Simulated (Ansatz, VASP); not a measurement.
Two plane-wave programs on Na

```
Na
1.0
     3.70038    0.00000    0.00000
    -1.85019    3.20463    0.00000
     0.00000    0.00000   12.53732
Na
4
Direct
  0.66667 0.33333 0.75000
  0.00000 0.00000 0.50000
  0.33333 0.66667 0.25000
  0.00000 0.00000 0.00000
```

Alike in both runs: task single point; functional PBE; k mesh 8 × 8 × 3; occupations fermi-dirac, width 0.05 eV; no spin polarisation.

```csv
,VASP,Ansatz
version,VASP 6.6.1,Ansatz 0.2.0
potentials or method,"VASP PAW PBE potentials, release 64 (Na_pv)",Ansatz PAW
plane-wave cutoff (eV),520,420
valence electrons in the cell,28,36
```

```csv
,VASP,Ansatz,Ansatz less VASP
gap on the k mesh at the Fermi level (eV),none,none,-
pressure (GPa),0.0,0.0,+0.02
"traceless stress, the component that is largest in VASP (GPa)",-0.64,-0.64,+0.001
```

A gap of «none» marks a metal or a gap that the smearing closes. VASP's potentials hold 28 valence electrons a cell and Ansatz's 36, so a difference there can come from the potentials and not from the codes.
